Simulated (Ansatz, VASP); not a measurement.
**SiO2 in VASP and in Ansatz**

The input INCAR:

```
ALGO = Normal
EDIFF = 1E-6
ENCUT = 520
GGA = PE
ISIF = 2
ISMEAR = 0
LASPH = T
LCHARG = T
LELF = T
LREAL = F
LVHAR = T
LWAVE = F
NBANDS = 25
NELM = 60
PREC = Accurate
SIGMA = 0.01
```

File KPOINTS:

```
k-points
0
Gamma
  6 6 6
```

File POSCAR:

```
SiO2
1.0
   -2.4620618784      2.4620618784      3.6140754285
    2.4620618784     -2.4620618784      3.6140754285
    2.4620618784      2.4620618784     -3.6140754285
Si O
2 4
Direct
    0.0000000000      0.0000000000      0.0000000000
    0.7500000000      0.2500000000      0.5000000000
    0.9670112386      0.6250000000      0.8420112386
    0.3750000000      0.2170112386      0.3420112386
    0.7829887614      0.1250000000      0.1579887614
    0.8750000000      0.0329887614      0.6579887614
```

Input for Ansatz:

```yaml
crystal:
  lattice:
    - [-2.4620618784, 2.4620618784, 3.6140754285]
    - [2.4620618784, -2.4620618784, 3.6140754285]
    - [2.4620618784, 2.4620618784, -3.6140754285]
  atoms:
    - { symbol: Si, position: [0.0, 0.0, 0.0] }
    - { symbol: Si, position: [0.75, 0.25, 0.5] }
    - { symbol: O, position: [0.9670112386, 0.625, 0.8420112386] }
    - { symbol: O, position: [0.375, 0.2170112386, 0.3420112386] }
    - { symbol: O, position: [0.7829887614, 0.125, 0.1579887614] }
    - { symbol: O, position: [0.875, 0.0329887614, 0.6579887614] }
kpoints:
  mp_grid: { grid: [6, 6, 6] }
hamiltonian:
  xc: pbe
scf:
  occupations: { method: fixed }
  n_extra_bands: 5
output:
  forces: true
  stress: true
  eigenvalues: true
```

Alike in both runs: task single point; functional PBE; k mesh 6 × 6 × 6; no spin polarisation.

|  | VASP | Ansatz |
| --- | --- | --- |
| version | VASP 6.6.1 | Ansatz 0.2.0 |
| potentials or method | VASP PAW PBE potentials, release 64 (Si, O) | plane waves, PAW |
| plane-wave cutoff (eV) | 520 | 420 |
| occupations | gaussian, width 0.01 eV | fixed |
| valence electrons in the cell | 32 | 32 |

Ansatz gave:

```
gap on the k mesh at the Fermi level (eV)                     : 6.07
pressure (GPa)                                                : 10.7
traceless stress, the component that is largest in VASP (GPa) : -0.12
rms of the force components (eV/Å)                            : 0.316
```

Problem. Estimate VASP's values.

Solution. gap on the k mesh at the Fermi level (eV): 6.07; pressure (GPa): 10.9; traceless stress, the component that is largest in VASP (GPa): -0.08; rms of the force components (eV/Å): 0.315.

Atom by atom the forces differ by 0.001 eV/Å (rms over components).
